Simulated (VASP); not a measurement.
# Ir in VASP: further runs, part 2 of 2

VASP 6.6.1. Earlier steps stand in the parts before.

## Step 3: Single point, PBE

This run uses another cell than the first one: it holds 16 atoms, not 5.

File INCAR:

```
SYSTEM = Ir
PREC = Accurate
ENCUT = 520
EDIFF = 1E-7
ISMEAR = 0
SIGMA = 0.1
LREAL = Auto
LASPH = .TRUE.
NELM = 60
ALGO = Normal
ISIF = 2
LWAVE = .FALSE.
LCHARG = .TRUE.
LDIPOL = .TRUE.
IDIPOL = 3
DIPOL = 0.5 0.5 0.499
GGA = PE
LELF = .TRUE.
LVHAR = .TRUE.
LVACPOTAV = .TRUE.
NBANDS = 86
```

File KPOINTS:

```
Automatic mesh
0
G
  6 6 1
  0 0 0
```

File POSCAR:

```
Ir
1.0
    5.4739356049      0.0000000000      0.0000000000
   -2.7369678025      4.7405672925      0.0000000000
    0.0000000000      0.0000000000     23.7041745585
Ir
16
Direct
    0.3333333333      0.1666666667      0.3585866270
    0.3333333333      0.6666666667      0.3585866270
    0.8333333333      0.1666666667      0.3585866270
    0.8333333333      0.6666666667      0.3585866270
    0.6666666667      0.3333333333      0.4528622090
    0.6666666667      0.8333333333      0.4528622090
    0.1666666667      0.3333333333      0.4528622090
    0.1666666667      0.8333333333      0.4528622090
    0.0000000000      0.5000000000      0.5455608432
    0.0000000000      0.0000000000      0.5455608432
    0.5000000000      0.5000000000      0.5455608432
    0.5000000000      0.0000000000      0.5455608432
    0.3333333333      0.6666666667      0.6380663597
    0.3333333333      0.1666666667      0.6380663597
    0.8333333333      0.6666666667      0.6380663597
    0.8333333333      0.1666666667      0.6380663597
```

Potentials or basis: VASP PAW PBE potentials, release 64 (Ir).

Run with:

```console
$ cat potpaw_PBE.64/Ir/POTCAR > POTCAR
$ mpirun -np 1 vasp_std > vasp.out
```

OUTCAR:

```text
SYSTEM = Ir
   PREC = Accurate
   ENCUT = 520
   EDIFF = 1E-7
   ISMEAR = 0
   LREAL = Auto
   LASPH = .TRUE.
   NELM = 60
   ISIF = 2
   GGA = PE

 ion  position               nearest neighbor table
   1  0.333  0.167  0.359-   7 2.74   5 2.74   8 2.74   4 2.74   4 2.74   3 2.74   3 2.74   2 2.74
                             2 2.74
   2  0.333  0.667  0.359-   8 2.74   6 2.74   7 2.74   3 2.74   3 2.74   4 2.74   4 2.74   1 2.74
                             1 2.74
   3  0.833  0.167  0.359-   5 2.74   7 2.74   6 2.74   2 2.74   2 2.74   1 2.74   1 2.74   4 2.74
                             4 2.74
   4  0.833  0.667  0.359-   6 2.74   8 2.74   5 2.74   1 2.74   1 2.74   2 2.74   2 2.74   3 2.74
                             3 2.74
   5  0.667  0.333  0.453-   9 2.71  12 2.71  11 2.71   3 2.74   1 2.74   4 2.74   8 2.74   8 2.74
                             7 2.74   7 2.74   6 2.74   6 2.74
   6  0.667  0.833  0.453-  10 2.71  11 2.71  12 2.71   4 2.74   2 2.74   3 2.74   7 2.74   7 2.74
                             8 2.74   8 2.74   5 2.74   5 2.74
   7  0.167  0.333  0.453-  11 2.71  10 2.71   9 2.71   1 2.74   3 2.74   2 2.74   6 2.74   6 2.74
                             5 2.74   5 2.74   8 2.74   8 2.74
[... 228 lines left out ...]
      4      -7.2581      2.00000
      5      -7.1427      2.00000
      6      -7.1427      2.00000
[... 598 lines left out ...]
     83       0.7492      0.00000
     84       0.8308      0.00000
 [bands above 84 left out]

------------------------ aborting loop because EDIFF is reached ----------------------------------------

  FORCE on cell =-STRESS in cart. coord.  units (eV):
  Direction    XX          YY          ZZ          XY          YZ          ZX
  --------------------------------------------------------------------------------------
  -------------------------------------------------------------------------------------
  Total      -14.9784302    -14.9784302     -2.8495903      0.0000000      0.0000000     -0.0000000
  in kB      -39.0141407    -39.0141407     -7.4222944      0.0000000      0.0000000     -0.0000000
  external PRESSURE =     -28.4835252 kB  Pullay stress =       0.0000000 kB

 VOLUME and BASIS-vectors are now :
 -----------------------------------------------------------------------------
  energy-cutoff  :      520.00
  volume of cell :      615.11
      direct lattice vectors                 reciprocal lattice vectors
     5.473935605  0.000000000  0.000000000     0.182683917  0.105472609  0.000000000
    -2.736967803  4.740567292  0.000000000     0.000000000  0.210945218  0.000000000
     0.000000000  0.000000000 23.704174559     0.000000000  0.000000000  0.042186662

 POSITION                                       TOTAL-FORCE (eV/Angst)
 -----------------------------------------------------------------------------------
      1.36848      0.79009      8.50000         0.000000      0.000000      0.368228
     -0.00000      3.16038      8.50000         0.000000      0.000000      0.368228
      4.10545      0.79009      8.50000         0.000000      0.000000      0.368228
      2.73697      3.16038      8.50000         0.000000      0.000000      0.368228
      2.73697      1.58019     10.73472        -0.000000     -0.000000     -0.398222
      1.36848      3.95047     10.73472        -0.000000     -0.000000     -0.398222
[... 8 lines left out ...]
      2.73697      3.16038     15.12484        -0.000000     -0.000000      0.036591
      4.10545      0.79009     15.12484        -0.000000      0.000000      0.036591
 -----------------------------------------------------------------------------------
    total drift:                               -0.000000      0.000000     -0.002157

  FREE ENERGIE OF THE ION-ELECTRON SYSTEM (eV)
  ---------------------------------------------------
  free  energy   TOTEN  =      -134.4038255678 eV

  energy  without entropy=     -134.3121830391  energy(sigma->0) =     -134.35800430

 vacuum level on the upper side and lower side of the slab         5.789         5.814
```

OSZICAR:

```text
N       E                     dE             d eps       ncg     rms          rms(c)
DAV:   1     0.145421298554E+04    0.14542E+04   -0.58434E+04  1204   0.145E+03
DAV:   2     0.250891673263E+02   -0.14291E+04   -0.13360E+04  1210   0.445E+02
DAV:   3    -0.129810424117E+03   -0.15490E+03   -0.14310E+03  1616   0.130E+02
DAV:   4    -0.142763972375E+03   -0.12954E+02   -0.12103E+02  1720   0.363E+01
[... 29 lines left out ...]
DAV:  34    -0.134403824118E+03   -0.39948E-06   -0.91392E-09   656   0.654E-04    0.319E-04
DAV:  35    -0.134403824958E+03   -0.84005E-06   -0.16825E-08   714   0.354E-04    0.359E-04
DAV:  36    -0.134403825283E+03   -0.32531E-06   -0.63645E-09   664   0.315E-04    0.254E-04
DAV:  37    -0.134403825511E+03   -0.22726E-06   -0.46523E-09   666   0.170E-04    0.252E-04
DAV:  38    -0.134403825568E+03   -0.57124E-07   -0.22901E-09   656   0.233E-04
   1 F= -.13440383E+03 E0= -.13435800E+03  d E =-.916425E-01
```

Wall time 31 min (1 thread of Intel Xeon Platinum 8259CL at 2.50GHz (Skylake/Cascade Lake), shared host); peak memory 0.76 GiB.

What came out:

```yaml
Free_energy: -134.4038 eV
Largest_force: 0.398 eV/Å
Band_gap_on_the_k_mesh: zero (bands 72 and 73 overlap by 1.28 eV)
```

Forces on the atoms (eV/Å):
```
Ir   0.000  0.000  0.368
Ir   0.000  0.000  0.368
Ir   0.000  0.000  0.368
Ir   0.000  0.000  0.368
Ir   0.000  0.000 -0.398
Ir   0.000  0.000 -0.398
Ir   0.000  0.000 -0.398
Ir   0.000  0.000 -0.398
Ir   0.000  0.000 -0.007
Ir   0.000  0.000 -0.007
Ir   0.000  0.000 -0.007
Ir   0.000  0.000 -0.007
Ir   0.000  0.000  0.037
Ir   0.000  0.000  0.037
Ir   0.000  0.000  0.037
Ir   0.000  0.000  0.037
```

Caveat: spin-orbit coupling is left out, which moves the levels of the heavy elements.
